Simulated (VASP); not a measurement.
# Ta3TiN4 (P-6m2) in VASP: single point with PBE

Aim: the single point of Ta3TiN4 with PBE.

Program: VASP 6.6.1. These are calculated values, not measurements. Logs are shortened: lines on timing, memory, paths and dates and some standing lists are left out, and cuts for length are marked.

### 1 The cell of the first run

The structure is hexagonal, space group P-6m2 (No. 187). The conventional cell has a = 2.943 Å, b = 2.943 Å, c = 11.383 Å, α = 90.00°, β = 90.00°, γ = 120.00°. Within 3.0 Å of Ti (site symmetry -6m2) lie 6 N at 2.20 Å and 2 Ta at 2.79 Å and 6 Ti at 2.94 Å. Within 3.0 Å of Ta (site symmetry -6m2) lie 6 N at 2.23 Å and 8 Ta at 2.90 to 2.94 Å. Ta (site symmetry 3m) has 6 N at 2.20 to 2.24 Å and 1 Ti at 2.79 Å and 7 Ta at 2.90 to 2.94 Å within 3.0 Å. N (site symmetry 3m) has 6 Ta at 2.23 to 2.24 Å and 8 N at 2.86 to 2.94 Å within 3.0 Å. Within 3.0 Å of N (site symmetry 3m) lie 3 Ti at 2.20 Å and 3 Ta at 2.20 Å and 8 N at 2.78 to 2.94 Å.

### 2 Single point, PBE, collinear spin

The input, INCAR:

```
SYSTEM = Ta3TiN4
ALGO = Normal
EDIFF = 1E-7
ENCUT = 520
GGA = PE
ISIF = 2
ISMEAR = 0
ISPIN = 2
LASPH = .TRUE.
LCHARG = .FALSE.
LMAXMIX = 4
LORBIT = 11
LREAL = .FALSE.
LWAVE = .FALSE.
MAGMOM = 0.3 0 0 0 0 0 0 0
NBANDS = 46
NELM = 150
PREC = Accurate
SIGMA = 0.1
```

The input, KPOINTS:

```
k-points
0
G
  12 12 4
  0 0 0
```

The input, POSCAR:

```
Ta3TiN4
1.0
    2.9427009193      0.0000000000      0.0000000000
   -1.4713504597      2.5484537519      0.0000000000
    0.0000000000      0.0000000000     11.3825826226
Ti Ta N
1 3 4
Direct
    0.3333333333      0.6666666667      0.5000000000
    0.3333333333      0.6666666667      0.0000000000
    0.3333333333      0.6666666667      0.2549555990
    0.3333333333      0.6666666667      0.7450444010
    0.0000000000      0.0000000000      0.8732757925
    0.0000000000      0.0000000000      0.1267242075
    0.0000000000      0.0000000000      0.3778756725
    0.0000000000      0.0000000000      0.6221243275
```

Potentials or basis: VASP PAW PBE potentials, release 64 (Ti_sv, Ta_pv, N).

Started as:

```
> cat potpaw_PBE.64/Ti_sv/POTCAR potpaw_PBE.64/Ta_pv/POTCAR potpaw_PBE.64/N/POTCAR > POTCAR
> mpirun -np 1 vasp_std > vasp.out
```

OUTCAR:

```text
SYSTEM = Ta3TiN4
   EDIFF = 1E-7
   ENCUT = 520
   GGA = PE
   ISIF = 2
   ISMEAR = 0
   ISPIN = 2
   LASPH = .TRUE.
   LORBIT = 11
   LREAL = .FALSE.
   NELM = 150
   PREC = Accurate

 ion  position               nearest neighbor table
   1  0.333  0.667  0.500-   7 2.20   8 2.20   7 2.20   8 2.20   7 2.20   8 2.20   3 2.79   4 2.79

   2  0.333  0.667  0.000-   5 2.23   6 2.23   5 2.23   6 2.23   5 2.23   6 2.23   3 2.90   4 2.90

   3  0.333  0.667  0.255-   7 2.20   7 2.20   7 2.20   6 2.24   6 2.24   6 2.24   1 2.79   2 2.90

   4  0.333  0.667  0.745-   8 2.20   8 2.20   8 2.20   5 2.24   5 2.24   5 2.24   1 2.79   2 2.90

   5  0.000  0.000  0.873-   2 2.23   2 2.23   2 2.23   4 2.24   4 2.24   4 2.24
   6  0.000  0.000  0.127-   2 2.23   2 2.23   2 2.23   3 2.24   3 2.24   3 2.24
   7  0.000  0.000  0.378-   1 2.20   1 2.20   1 2.20   3 2.20   3 2.20   3 2.20
   8  0.000  0.000  0.622-   1 2.20   1 2.20   1 2.20   4 2.20   4 2.20   4 2.20

  LATTYP: Found a hexagonal cell.
 ALAT       =     2.9427009193
 C/A-ratio  =     3.8680732207

  Lattice vectors:

 A1 = (   2.9427009193,   0.0000000000,   0.0000000000)
 A2 = (  -1.4713504597,   2.5484537519,   0.0000000000)
 A3 = (   0.0000000000,   0.0000000000,  11.3825826226)

Analysis of symmetry for initial positions (statically):
=====================================================================
 Subroutine PRICEL returns:
 Original cell was already a primitive cell.

 Routine SETGRP: Setting up the symmetry group for a
 hexagonal supercell.

 Subroutine GETGRP returns: Found 12 space group operations
 (whereof 12 operations were pure point group operations)
 out of a pool of 24 trial point group operations.

The static configuration has the point symmetry D_3h.

Analysis of symmetry for dynamics (positions and initial velocities):
=====================================================================
 Subroutine PRICEL returns:
 Original cell was already a primitive cell.

 Routine SETGRP: Setting up the symmetry group for a
 hexagonal supercell.

 Subroutine GETGRP returns: Found 12 space group operations
 (whereof 12 operations were pure point group operations)
 out of a pool of 24 trial point group operations.

The dynamic configuration has the point symmetry D_3h.

Analysis of structural, dynamic, and magnetic symmetry:
=====================================================================
 Subroutine PRICEL returns:
 Original cell was already a primitive cell.

[... 162 lines left out ...]
  ext. energy  EPLUGINS =         0.00000000
  ---------------------------------------------------
  free energy    TOTEN  =       -86.37506630 eV

  energy without entropy =      -86.36089981  energy(sigma->0) =      -86.36798306

 E-fermi :   8.2045     XC(G=0): -13.1511

 val. band max:        8.2006407316   @ k =   0.3333   0.3333   0.5000
 cond. band min:       8.2215079081   @ k =   0.4167   0.0000   0.5000
 fundamental gap:      0.0208671765
 Fermi energy:         8.2045389957

 spin component 1

 k-point     1 :       0.0000    0.0000    0.0000
  band No.  band energies     occupation
      1     -48.7835      1.00000
      2     -26.9524      1.00000
      3     -26.5709      1.00000
      4     -26.3504      1.00000
      5     -25.9656      1.00000
      6     -25.9656      1.00000
[... 1117 lines left out ...]
     43      13.1037      0.00000
     44      13.1175      0.00000

 [... further k-points ...]

 spin component 2

 k-point     1 :       0.0000    0.0000    0.0000
  band No.  band energies     occupation
      1     -48.7834      1.00000
      2     -26.9524      1.00000
      3     -26.5709      1.00000
      4     -26.3504      1.00000
      5     -25.9656      1.00000
      6     -25.9656      1.00000
[... 1117 lines left out ...]
     43      13.1038      0.00000
     44      13.1175      0.00000

 [... further k-points ...]

 [bands above 44 left out]

------------------------ aborting loop because EDIFF is reached ----------------------------------------

  FORCE on cell =-STRESS in cart. coord.  units (eV):
  Direction    XX          YY          ZZ          XY          YZ          ZX
  --------------------------------------------------------------------------------------
  -------------------------------------------------------------------------------------
  Total        0.3171015      0.3171015      0.3842756     -0.0000000      0.0000000     -0.0000000
  in kB        5.9517571      5.9517571      7.2125652     -0.0000000      0.0000000     -0.0000000
  external PRESSURE =       6.3720265 kB  Pullay stress =       0.0000000 kB

 VOLUME and BASIS-vectors are now :
 -----------------------------------------------------------------------------
  energy-cutoff  :      520.00
  volume of cell :       85.36
      direct lattice vectors                 reciprocal lattice vectors
     2.942700919  0.000000000  0.000000000     0.339823865  0.196197400  0.000000000
    -1.471350460  2.548453752  0.000000000     0.000000000  0.392394800  0.000000000
     0.000000000  0.000000000 11.382582623     0.000000000  0.000000000  0.087853524

 POSITION                                       TOTAL-FORCE (eV/Angst)
 -----------------------------------------------------------------------------------
     -0.00000      1.69897      5.69129        -0.000000      0.000000      0.000000
     -0.00000      1.69897      0.00000         0.000000      0.000000      0.000000
     -0.00000      1.69897      2.90205        -0.000000     -0.000000     -0.002809
     -0.00000      1.69897      8.48053        -0.000000     -0.000000      0.002809
      0.00000      0.00000      9.94013         0.000000      0.000000     -0.000234
      0.00000      0.00000      1.44245         0.000000      0.000000      0.000234
      0.00000      0.00000      4.30120         0.000000      0.000000      0.019149
      0.00000      0.00000      7.08138         0.000000      0.000000     -0.019149
 -----------------------------------------------------------------------------------
    total drift:                                0.000000     -0.000000     -0.000000

  FREE ENERGIE OF THE ION-ELECTRON SYSTEM (eV)
  ---------------------------------------------------
  free  energy   TOTEN  =       -86.3750662998 eV

  energy  without entropy=      -86.3608998132  energy(sigma->0) =      -86.36798306

 total charge

# of ion       s       p       d       tot
------------------------------------------
    1        2.180   6.186   1.978  10.345
    2        0.304   6.261   2.415   8.980
    3        0.308   6.261   2.425   8.993
    4        0.308   6.261   2.425   8.993
    5        1.229   2.502   0.000   3.730
    6        1.229   2.502   0.000   3.730
    7        1.237   2.486   0.000   3.723
    8        1.237   2.486   0.000   3.723
--------------------------------------------------
tot          8.031  34.945   9.243  52.219

 magnetization (x)

# of ion       s       p       d       tot
------------------------------------------
    1        0.000   0.000   0.000   0.000
    2        0.000   0.000  -0.000  -0.000
    3        0.000   0.000  -0.000  -0.000
    4        0.000   0.000  -0.000  -0.000
    5        0.000  -0.000   0.000   0.000
    6        0.000  -0.000   0.000   0.000
    7        0.000  -0.000   0.000  -0.000
    8        0.000  -0.000   0.000  -0.000
--------------------------------------------------
tot          0.000  -0.000   0.000   0.000
```

OSZICAR:

```text
N       E                     dE             d eps       ncg     rms          rms(c)
DAV:   1     0.735433634175E+03    0.73543E+03   -0.33055E+04 10488   0.157E+03
DAV:   2    -0.217915933240E+02   -0.75723E+03   -0.71774E+03 10826   0.485E+02
DAV:   3    -0.947075358297E+02   -0.72916E+02   -0.70372E+02 14048   0.139E+02
DAV:   4    -0.988170529702E+02   -0.41095E+01   -0.40618E+01 15274   0.289E+01
[... 15 lines left out ...]
DAV:  20    -0.863750592001E+02   -0.26125E-05   -0.32666E-06 12212   0.599E-03    0.710E-03
DAV:  21    -0.863750644790E+02   -0.52789E-05   -0.25201E-05 12854   0.164E-02    0.451E-03
DAV:  22    -0.863750659827E+02   -0.15037E-05   -0.11397E-05 14002   0.108E-02    0.232E-03
DAV:  23    -0.863750662720E+02   -0.28931E-06   -0.16910E-06 13146   0.451E-03    0.191E-03
DAV:  24    -0.863750662998E+02   -0.27791E-07   -0.95288E-07 11932   0.340E-03
   1 F= -.86375066E+02 E0= -.86367983E+02  d E =-.141665E-01  mag=    -0.0000
```

Run time: 15 min. Hardware: 1 thread of Intel Xeon Platinum 8488C (Sapphire Rapids), shared host; peak memory 0.49 GiB.

What came out:

```yaml
Free_energy: -86.3751 eV
Pressure: 0.6 GPa
Largest_force: 0.019 eV/Å
Net_moment: 0.00 μB per cell
Valence_electrons_inside_the_program's_atomic_spheres: Ti 10.35; Ta 8.98, 8.99 (each value once); N 3.73, 3.72 (each value once)
```

Forces on the atoms (eV/Å):
```
Ti   0.000  0.000  0.000
Ta   0.000  0.000  0.000
Ta   0.000  0.000 -0.003
Ta   0.000  0.000  0.003
N    0.000  0.000  0.000
N    0.000  0.000  0.000
N    0.000  0.000  0.019
N    0.000  0.000 -0.019
```

Caveat: spin-orbit coupling is left out, which moves the levels of the heavy elements.
